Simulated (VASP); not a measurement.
# Al9H in VASP: a series of runs

Runs on Al9H. Level: PBE. Tasks: single point.

Program: VASP 6.6.1. These are calculated values, not measurements. Logs are shortened: lines on timing, memory, paths and dates and some standing lists are left out, and cuts for length are marked.

### Step 1. The cell of the first run

The cell holds a slab with vacuum, 20 atoms: a = 5.707 Å, b = 9.806 Å, c = 22.790 Å, α = 90.00°, β = 90.00°, γ = 98.37°.

### Step 2. Single point, PBE

INCAR

```
SYSTEM = Al9H
ALGO = Normal ; DIPOL = 0.5 0.5 0.299
EDIFF = 1E-7 ; ENCUT = 520
GGA = PE ; IDIPOL = 3
ISIF = 2 ; ISMEAR = 0
LASPH = .True. ; LCHARG = .False.
LDIPOL = .True. ; LREAL = Auto
LWAVE = .False. ; NBANDS = 44
NELM = 60 ; PREC = Accurate
SIGMA = 0.1
```

KPOINTS

```
k-points
0
Gamma
  5 3 1
  0 0 0
```

POSCAR

```
Al9H
1.0
    5.7070863106      0.0000000000      0.0000000000
   -1.4267715776      9.7014842380      0.0000000000
    0.0000000000      0.0000000000     22.7903703519
Al H
18 2
Direct
    0.2662216041      0.0648864163      0.1755127248
    0.7662216041      0.0648864163      0.1755127248
    0.3354806058      0.3419224231      0.2192029854
    0.8354806058      0.3419224231      0.2192029854
    0.1493324061      0.5973296244      0.2279410375
    0.6493324061      0.5973296244      0.2279410375
    0.4631842064      0.8527368258      0.2366790896
    0.9631842065      0.8527368258      0.2366790896
    0.0319772093      0.1277109169      0.2808262502
    0.5319772093      0.1277109169      0.2808262502
    0.0997917601      0.4042231294      0.3301071124
    0.5997917601      0.4042231294      0.3301071124
    0.4144000537      0.6596656514      0.3369822081
    0.9144000537      0.6596656514      0.3369822081
    0.2263076916      0.9110819252      0.3449259130
    0.7263076916      0.9110819252      0.3449259130
    0.2962427243      0.1814072004      0.3857054631
    0.7962427243      0.1814072004      0.3857054631
    0.6062643800      0.3106693943      0.4475736986
    0.6062643800      0.5385948230      0.4475736986
```

Potentials or basis: VASP PAW PBE potentials, release 64 (Al, H).

The run is started by

```console
$ cat potpaw_PBE.64/Al/POTCAR potpaw_PBE.64/H/POTCAR > POTCAR
$ mpirun -np 1 vasp_std > vasp.out
```

OUTCAR:

```text
SYSTEM = Al9H
   EDIFF = 1E-7
   ENCUT = 520
   GGA = PE
   ISIF = 2
   ISMEAR = 0
   LASPH = .True.
   LREAL = Auto
   NELM = 60
   PREC = Accurate

 ion  position               nearest neighbor table
   1  0.266  0.065  0.176-   2 2.85   2 2.85   9 2.86  10 2.86   7 2.87   8 2.87   3 2.87
   2  0.766  0.065  0.176-   1 2.85   1 2.85  10 2.86   9 2.86   8 2.87   7 2.87   4 2.87
   3  0.335  0.342  0.219-   4 2.85   4 2.85   6 2.87   5 2.87   1 2.87   9 2.89  10 2.89  12 2.96
                            11 2.97
   4  0.835  0.342  0.219-   3 2.85   3 2.85   5 2.87   6 2.87   2 2.87  10 2.89   9 2.89  11 2.96
                            12 2.97
   5  0.149  0.597  0.228-   6 2.85   6 2.85   4 2.87   3 2.87   8 2.87   7 2.87  13 2.93  14 2.93
                            11 2.99
   6  0.649  0.597  0.228-   5 2.85   5 2.85   3 2.87   4 2.87   7 2.87   8 2.87  14 2.93  13 2.93
                            12 2.99
   7  0.463  0.853  0.237-  10 2.85   8 2.85   8 2.85   1 2.87   2 2.87   5 2.87   6 2.87  16 2.90
                            15 2.91  13 2.96
   8  0.963  0.853  0.237-   9 2.85   7 2.85   7 2.85   1 2.87   2 2.87   5 2.87   6 2.87  15 2.90
                            16 2.91  14 2.96
   9  0.032  0.128  0.281-  18 2.83  17 2.83   8 2.85  10 2.85  10 2.85   1 2.86   2 2.86   3 2.89
                             4 2.89  11 2.91  15 2.93  16 2.93
  10  0.532  0.128  0.281-  17 2.83  18 2.83   7 2.85   9 2.85   9 2.85   2 2.86   1 2.86   4 2.89
                             3 2.89  12 2.91  16 2.93  15 2.93
  11  0.100  0.404  0.330-  12 2.85  12 2.85  14 2.86  13 2.87  18 2.88  17 2.89   9 2.91   4 2.96
                             3 2.97   5 2.99
  12  0.600  0.404  0.330-  11 2.85  11 2.85  13 2.86  14 2.87  17 2.88  18 2.89  10 2.91   3 2.96
                             4 2.97   6 2.99
  13  0.414  0.660  0.337-  16 2.83  15 2.83  14 2.85  14 2.85  12 2.86  11 2.87   5 2.93   6 2.93
                             7 2.96
  14  0.914  0.660  0.337-  15 2.83  16 2.83  13 2.85  13 2.85  11 2.86  12 2.87   6 2.93   5 2.93
                             8 2.96
  15  0.226  0.911  0.345-  17 2.78  14 2.83  13 2.83  16 2.85  16 2.85   8 2.90   7 2.91   9 2.93
                            10 2.93
  16  0.726  0.911  0.345-  18 2.78  13 2.83  14 2.83  15 2.85  15 2.85   7 2.90   8 2.91  10 2.93
                             9 2.93
  17  0.296  0.181  0.386-  15 2.78  10 2.83   9 2.83  18 2.85  18 2.85  12 2.88  11 2.89
  18  0.796  0.181  0.386-  16 2.78   9 2.83  10 2.83  17 2.85  17 2.85  11 2.88  12 2.89
  19  0.606  0.311  0.448-
  20  0.606  0.539  0.448-

  LATTYP: Found a simple monoclinic cell.
 ALAT       =     5.7070863106
 B/A-ratio  =     3.9933460108
 C/A-ratio  =     1.7181865166
 COS(beta)  =    -0.1455022476

  Lattice vectors:

 A1 = (   5.7070863106,   0.0000000000,   0.0000000000)
[... 164 lines left out ...]
   EFERMI_NEDOS =   21; number of points for ismear=-14 and -15
   IALGO  =     38    algorithm
   IMIX   =      4    mixing-type and parameters
     AMIX     =   0.40;   BMIX     =  1.00
     AMIX_MAG =   1.60;   BMIX_MAG =  1.00
  volume/ion in A,a.u.               =      63.09       425.77
  Fermi-wavevector in a.u.,A,eV,Ry     =   0.579610  1.095305  4.570853  0.335948
  Thomas-Fermi vector in A             =   1.623387
   LORBIT       =      0    0 simple, 1 ext, 2 COOP (PROOUT), +10 PAW based schemes
   GGA     = PE    functional components
   LHFCALC =     F    Hartree Fock is set to
   AEXX    =    0.0000 exact exchange contribution
   IVDW    =     0    specifies the selected vdW correction
   LEPSILON=     F    determine dielectric tensor
   LRPA    =     F    only Hartree local field effects (RPA)
 non-spin polarized calculation
 Gauss-broadening in eV      SIGMA  =   0.10
  energy-cutoff  :      520.00
  volume of cell :     1261.84
 maximum number of plane-waves:     34010
   NGX = 21   NGY = 37   NGZ = 85

 dipolmoment           0.000000      0.000000     -0.141830 electrons x Angstroem

 number of electron      56.0000000 magnetization

 dipolmoment           0.000000      0.000000      0.252813 electrons x Angstroem

 Free energy of the ion-electron system (eV)
  ---------------------------------------------------
  ext. energy  EPLUGINS =         0.00000000
  ---------------------------------------------------
  free energy    TOTEN  =       -64.96692550 eV

  energy without entropy =      -64.90776915  energy(sigma->0) =      -64.93734733

 E-fermi :  -1.5348     XC(G=0):  -3.4068

 val. band max:       -1.5636034964   @ k =   0.0000   0.3333   0.0000
 cond. band min:      -1.5168482558   @ k =   0.2000   0.3333   0.0000
 fundamental gap:      0.0467552405
 Fermi energy:        -1.5348009584

 k-point     1 :       0.0000    0.0000    0.0000
  band No.  band energies     occupation
      1     -11.5903      2.00000
      2     -10.0640      2.00000
      3      -9.9410      2.00000
      4      -9.3275      2.00000
      5      -7.5293      2.00000
      6      -7.4967      2.00000
[... 333 lines left out ...]
     39       0.6613      0.00000
     40       0.7689      0.00000
 [bands above 40 left out]

------------------------ aborting loop because EDIFF is reached ----------------------------------------

 vacuum level on the upper side and lower side of the slab       (xc-potential included)         0.355        -0.450

  FORCE on cell =-STRESS in cart. coord.  units (eV):
  Direction    XX          YY          ZZ          XY          YZ          ZX
  --------------------------------------------------------------------------------------
  -------------------------------------------------------------------------------------
  Total      -13.5166636    -15.0466222     -3.0251517      0.9136719     -1.7647504      0.2058919
  in kB      -17.1623235    -19.1049363     -3.8410834      1.1601037     -2.2407317      0.2614243
  external PRESSURE =     -13.3694477 kB  Pullay stress =       0.0000000 kB

 VOLUME and BASIS-vectors are now :
 -----------------------------------------------------------------------------
  energy-cutoff  :      520.00
  volume of cell :     1261.84
      direct lattice vectors                 reciprocal lattice vectors
     5.707086311  0.000000000  0.000000000     0.175220760  0.025769253  0.000000000
    -1.426771578  9.701484238  0.000000000     0.000000000  0.103077011  0.000000000
     0.000000000  0.000000000 22.790370352     0.000000000  0.000000000  0.043878181

 POSITION                                       TOTAL-FORCE (eV/Angst)
 -----------------------------------------------------------------------------------
      1.42677      0.62949      4.00000        -0.226524      0.125536     -0.042247
      4.28031      0.62949      4.00000         0.236951      0.216652     -0.026690
      1.42677      3.31715      4.99572         0.007617     -0.007345     -0.004130
      4.28031      3.31715      4.99572        -0.000292     -0.015339     -0.058163
      0.00000      5.79498      5.19486        -0.019036     -0.064048      0.027848
      2.85354      5.79498      5.19486         0.017742     -0.148066      0.116545
[... 12 lines left out ...]
      3.01675      3.01395     10.20037         0.093108     -0.431003     -0.954887
      2.69155      5.22517     10.20037         0.047833     -0.374534     -0.837176
 -----------------------------------------------------------------------------------
    total drift:                               -0.008104     -0.031739     -0.007357

  FREE ENERGIE OF THE ION-ELECTRON SYSTEM (eV)
  ---------------------------------------------------
  free  energy   TOTEN  =       -64.9669255042 eV

  energy  without entropy=      -64.9077691461  energy(sigma->0) =      -64.93734733

 vacuum level on the upper side and lower side of the slab         3.472         2.648
```

OSZICAR:

```text
N       E                     dE             d eps       ncg     rms          rms(c)
DAV:   1     0.215750708962E+03    0.21575E+03   -0.15371E+04   704   0.854E+02
DAV:   2    -0.501069098303E+02   -0.26586E+03   -0.25694E+03   992   0.149E+02
DAV:   3    -0.668097580520E+02   -0.16703E+02   -0.16204E+02   816   0.371E+01
[... 20 lines left out ...]
DAV:  24    -0.649669221487E+02   -0.36803E-05   -0.10468E-07   640   0.812E-04    0.233E-04
DAV:  25    -0.649669245076E+02   -0.23589E-05   -0.60419E-08   600   0.584E-04    0.129E-04
DAV:  26    -0.649669251972E+02   -0.68961E-06   -0.13972E-08   536   0.371E-04    0.878E-05
DAV:  27    -0.649669254347E+02   -0.23745E-06   -0.55515E-09   516   0.265E-04    0.648E-05
DAV:  28    -0.649669255042E+02   -0.69531E-07   -0.15006E-09   460   0.196E-04
   1 F= -.64966926E+02 E0= -.64937347E+02  d E =-.591564E-01
```

stdout:

```text
POSCAR found type information on POSCAR AlH
 POSCAR found :  2 types and      20 ions
 scaLAPACK will be used
 LDA part: xc-table for (Slater+PW92), standard interpolation
 POSCAR, INCAR and KPOINTS ok, starting setup
 FFT: planning ... GRIDC
 FFT: planning ... GRID_SOFT
 FFT: planning ... GRID
 WAVECAR not read
 entering main loop
```

Run time: 21 min. Hardware: 1 thread of Intel Xeon 6975P-C (Granite Rapids), shared host; peak memory 1.2 GiB.

What came out:

```yaml
Free_energy: -64.9669 eV
Largest_force: 1.052 eV/Å
Band_gap_on_the_k_mesh: zero (band 28 reaches -1.36 eV, above the bottom of band 29 at -2.01 eV)
```

Forces on the atoms (eV/Å):
```
Al  -0.227  0.126 -0.042
Al   0.237  0.217 -0.027
Al   0.008 -0.007 -0.004
Al   0.000 -0.015 -0.058
Al  -0.019 -0.064  0.028
Al   0.018 -0.148  0.117
Al  -0.073 -0.044 -0.086
Al   0.043 -0.044 -0.139
Al   0.020 -0.057 -0.132
Al  -0.038  0.158  0.182
Al   0.026 -0.088 -0.004
Al  -0.014  0.093  0.302
Al   0.072 -0.121  0.379
Al  -0.043 -0.064  0.221
Al  -0.012  0.033  0.012
Al   0.026  0.048  0.087
Al   0.044  0.284  0.326
Al  -0.208  0.501  0.631
H    0.093 -0.431 -0.955
H    0.048 -0.375 -0.837
```

### Step 3. Single point, PBE

INCAR

```
SYSTEM = Al9H
ALGO = Normal
DIPOL = 0.5 0.5 0.294
EDIFF = 1E-7
ENCUT = 520
GGA = PE
IDIPOL = 3
ISIF = 2
ISMEAR = 0
LASPH = .TRUE.
LCHARG = .TRUE.
LDIPOL = .TRUE.
LELF = .TRUE.
LREAL = Auto
LVACPOTAV = .TRUE.
LVHAR = .TRUE.
LWAVE = .FALSE.
NBANDS = 44
NELM = 60
PREC = Accurate
SIGMA = 0.1
```

KPOINTS

```
k-points
0
G
  5 3 1
  0 0 0
```

POSCAR, as its differences from that of step 2:

```diff
@@ -26,3 +26,3 @@
     0.7962427243      0.1814072004      0.3857054631
-    0.6062643800      0.3106693943      0.4475736986
-    0.6062643800      0.5385948230      0.4475736986
+    0.6062643800      0.2895085324      0.4054506447
+    0.6062643800      0.5597556849      0.4054506447
```

Potentials or basis: VASP PAW PBE potentials, release 64 (Al, H).

The run is started by

```console
$ cat potpaw_PBE.64/Al/POTCAR potpaw_PBE.64/H/POTCAR > POTCAR
$ mpirun -np 1 vasp_std > vasp.out
```

Run time: 23 min. Hardware: 1 thread of Intel Xeon 6975P-C (Granite Rapids), shared host; peak memory 1.2 GiB.

Results (log left out):

| Item | Value |
| --- | --- |
| Free energy | -66.6772 eV |
| Largest force | 1.254 eV/Å |
| Band gap on the k mesh | zero (band 28 reaches -1.09 eV, above the bottom of band 29 at -1.59 eV) |

Forces in eV/Å, atoms in the order of the input:
```
Al  -0.105  0.079  0.022
Al   0.124  0.265  0.014
Al  -0.194  0.025 -0.026
Al   0.187  0.017 -0.114
Al  -0.014 -0.086 -0.046
Al   0.022 -0.078  0.328
Al  -0.149  0.000 -0.078
Al   0.102 -0.050 -0.163
Al  -0.025 -0.038 -0.082
Al  -0.011  0.056  0.148
Al   0.020 -0.091 -0.147
Al   0.009  0.322  0.333
Al   0.234 -0.194  0.595
Al  -0.036 -0.068  0.252
Al  -0.029 -0.052 -0.011
Al   0.041  0.036  0.079
Al  -0.356 -0.062 -0.050
Al   0.778 -0.481 -0.223
H   -0.451  0.254  0.405
H   -0.146  0.147 -1.236
```

Levels at points of the mesh, in eV from the Fermi level:
| k point | band 26 | band 27 | band 28 | band 29 | band 30 | band 31 |
| --- | --- | --- | --- | --- | --- | --- |
| (0.00, 0.00, 0.00) | -1.04 | -0.79 | -0.62 | -0.32 | -0.15 | 0.17 |

### Step 4. Single point, PBE

INCAR

```
SYSTEM = Al9H
PREC = Accurate
ENCUT = 520
EDIFF = 1E-6
ISMEAR = 0
SIGMA = 0.1
LREAL = Auto
LASPH = .TRUE.
NELM = 60
ALGO = Normal
ISIF = 2
LWAVE = .FALSE.
LCHARG = .TRUE.
LDIPOL = .TRUE.
IDIPOL = 3
DIPOL = 0.5 0.5 0.297
GGA = PE
LELF = .TRUE.
LVHAR = .TRUE.
LVACPOTAV = .TRUE.
NBANDS = 44
```

KPOINTS

```
regular mesh
0
G
  5 3 1
  0 0 0
```

POSCAR, as its differences from that of step 3:

```diff
@@ -26,3 +26,3 @@
     0.7962427243      0.1814072004      0.3857054631
-    0.6062643800      0.2895085324      0.4054506447
-    0.6062643800      0.5597556849      0.4054506447
+    0.6062643800      0.2895085324      0.4335326807
+    0.6062643800      0.5597556849      0.4335326807
```

The run is started by

```console
$ cat potpaw_PBE.64/Al/POTCAR potpaw_PBE.64/H/POTCAR > POTCAR
$ mpirun -np 1 vasp_std > vasp.out
```

Wall time 20 min (1 thread of Intel Xeon 6975P-C (Granite Rapids), shared host); peak memory 1.2 GiB.

Results (log left out):

| Item | Value |
| --- | --- |
| Free energy | -65.7471 eV |
| Largest force | 1.256 eV/Å |
| Band gap on the k mesh | zero (band 28 reaches -1.27 eV, above the bottom of band 29 at -1.83 eV) |

Forces on the atoms (eV/Å):
```
Al  -0.250  0.106 -0.054
Al   0.266  0.248 -0.021
Al  -0.074 -0.007 -0.031
Al   0.074 -0.004 -0.112
Al  -0.029 -0.041 -0.025
Al   0.029 -0.119  0.193
Al  -0.126 -0.022 -0.066
Al   0.081 -0.049 -0.165
Al   0.031 -0.067 -0.151
Al  -0.041  0.165  0.266
Al  -0.003 -0.119 -0.060
Al   0.002  0.160  0.305
Al   0.161 -0.143  0.658
Al  -0.058 -0.047  0.342
Al  -0.007 -0.005  0.006
Al   0.030  0.050  0.107
Al  -0.037  0.234  0.247
Al  -0.142  0.436  0.525
H    0.183 -0.865 -0.713
H   -0.088  0.090 -1.250
```

Levels at points of the mesh, in eV from the Fermi level:
```tsv
k point	band 24	band 25	band 26	band 27	band 28	band 29	band 30	band 31	band 32	band 33
(0.00, 0.00, 0.00)	-1.24	-1.04	-0.98	-0.74	-0.57	-0.36	-0.25	0.03	0.52	1.23
```

### Step 5. Single point, PBE

INCAR

```
PREC = Accurate ; ENCUT = 520
EDIFF = 1E-7 ; ISMEAR = 0
SIGMA = 0.1 ; LREAL = Auto
LASPH = True ; NELM = 80
ALGO = Normal ; ISIF = 2
LWAVE = False ; LCHARG = False
LDIPOL = True ; IDIPOL = 3
DIPOL = 0.5 0.5 0.296 ; GGA = PE
NBANDS = 44
```

KPOINTS

```
Automatic mesh
0
Gamma
  5 3 1
```

POSCAR, as its differences from that of step 4:

```diff
@@ -26,3 +26,3 @@
     0.7962427243      0.1814072004      0.3857054631
-    0.6062643800      0.2895085324      0.4335326807
-    0.6062643800      0.5597556849      0.4335326807
+    0.6062643800      0.3914885899      0.4194916627
+    0.6062643800      0.4577756274      0.4194916627
```

The run is started by

```console
$ cat potpaw_PBE.64/Al/POTCAR potpaw_PBE.64/H/POTCAR > POTCAR
$ mpirun -np 1 vasp_std > vasp.out
```

Run time: 18 min. Hardware: 1 thread of AMD EPYC 9R14 (Zen 4), shared host; peak memory 1.2 GiB.

It converged, with:

```yaml
Free_energy: -67.0949 eV
Largest_force: 5.768 eV/Å
Band_gap_on_the_k_mesh: zero (band 28 reaches -1.01 eV, above the bottom of band 29 at -1.67 eV)
```

Forces on the atoms (eV/Å):
```
Al  -0.062  0.133  0.025
Al   0.051  0.149  0.006
Al  -0.010  0.017  0.001
Al   0.024  0.012 -0.001
Al  -0.006 -0.116  0.041
Al   0.002 -0.081  0.025
Al  -0.002 -0.094 -0.143
Al   0.005 -0.077 -0.125
Al  -0.003  0.023  0.014
Al  -0.009  0.043 -0.004
Al   0.020 -0.021 -0.009
Al  -0.013 -0.038 -0.579
Al  -0.050 -0.026 -0.087
Al   0.031 -0.026 -0.093
Al   0.008  0.042 -0.014
Al  -0.003  0.058 -0.001
Al  -0.077 -0.230 -0.112
Al   0.083 -0.244 -0.121
H    0.793 -5.216  0.706
H   -0.782  5.695  0.472
```

Levels at points of the mesh, in eV from the Fermi level:
| k point | band 26 | band 27 | band 28 | band 29 | band 30 | band 31 |
| --- | --- | --- | --- | --- | --- | --- |
| (0.00, 0.00, 0.00) | -1.06 | -0.95 | -0.62 | -0.52 | -0.28 | 0.11 |

(Continued in part 2 of 2.)
